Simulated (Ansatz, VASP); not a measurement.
Two plane-wave programs on Ti3H

```
Ti H
1.0
     4.60374    0.00000    0.00000
    -2.30187    3.98696    0.00000
     0.00000    0.00000   22.49682
Ti H
6 2
Direct
  0.66667 0.33333 0.17780
  0.33333 0.66667 0.21957
  0.00000 0.00000 0.26135
  0.66667 0.33333 0.29805
  0.33333 0.66667 0.33046
  0.00000 0.00000 0.37769
  0.29919 0.00000 0.41192
  0.70081 0.00000 0.41192
```

Alike in both runs: task single point; functional PBE; k mesh 6 × 6 × 1; occupations gaussian, width 0.1 eV; no spin polarisation.

```csv
,VASP,Ansatz
version,VASP 6.6.1,Ansatz 0.2.0
potentials or method,"VASP PAW PBE potentials, release 64 (Ti_sv, H), cutoff 520 eV","scalar-relativistic, plane waves, PAW"
valence electrons in the cell,74,74
```

```tsv
	VASP	Ansatz	Ansatz less VASP
gap on the k mesh at the Fermi level (eV)	none	none	-
rms of the force components (eV/Å)	0.830	0.830	-0.0003
```

Atom by atom the forces differ by 0.008 eV/Å (rms over components). A gap of «none» marks a metal or a gap that the smearing closes.
